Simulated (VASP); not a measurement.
Here is a VASP 6.6.1 calculation.

The input POSCAR:

```
BN
1.0
    1.2756598126      0.7365025362      3.4390871668
   -1.2756598126      0.7365025362      3.4390871668
    0.0000000000     -1.4730050723      3.4390871668
N B
1 1
Direct
    0.6672382000      0.6672382000      0.6672382000
    0.0003288000      0.0003288000      0.0003288000
```

The input INCAR.step1:

```
PREC     = Accurate       # precision mode
ENCUT    = 520            # plane-wave cutoff, eV
ISMEAR   = -1             # smearing method
SIGMA    = 0.05           # smearing width, eV
LREAL    = False          # projectors in reciprocal space
LASPH    = True           # aspherical terms in the spheres
NELM     = 100            # most SCF steps
NBANDS   = 11             # bands
GGA      = PE             # functional
ALGO     = Normal         # electronic algorithm
EDIFF    = 1E-4           # SCF threshold, eV
LWAVE    = True           # write WAVECAR
LCHARG   = False          # write CHGCAR
```

File INCAR.step2:

```
PREC     = Accurate       # precision mode
ENCUT    = 520            # plane-wave cutoff, eV
EDIFF    = 1E-6           # SCF threshold, eV
ISMEAR   = -1             # smearing method
SIGMA    = 0.05           # smearing width, eV
LREAL    = False          # projectors in reciprocal space
LASPH    = True           # aspherical terms in the spheres
NELM     = 100            # most SCF steps
ALGO     = Normal         # electronic algorithm
ISIF     = 2              # what is computed and relaxed
LWAVE    = False          # write WAVECAR
LCHARG   = False          # write CHGCAR
METAGGA  = R2SCAN         # meta-GGA
LMIXTAU  = True         
NBANDS   = 11             # bands
ISTART   = 1
```

File KPOINTS:

```
regular mesh
0
Gamma
  12 12 12
```

Potentials or basis: VASP PAW PBE potentials, release 64 (N, B).

Run with:

```sh
$ cat potpaw_PBE.64/N/POTCAR potpaw_PBE.64/B/POTCAR > POTCAR
$ cp INCAR.step1 INCAR
$ mpirun -np 1 vasp_std > vasp.out
$ cp INCAR.step2 INCAR
$ mpirun -np 1 vasp_std > vasp.out
```

(1) What does it give for the largest force?

(2) Predict the band gap on the k mesh.

Results:

(1) 0.011 eV/Å.

(2) 4.75 eV, indirect (least direct gap 5.23 eV).

Caveat: the PAW data sets were made with another functional, which shifts forces and pressure a little.
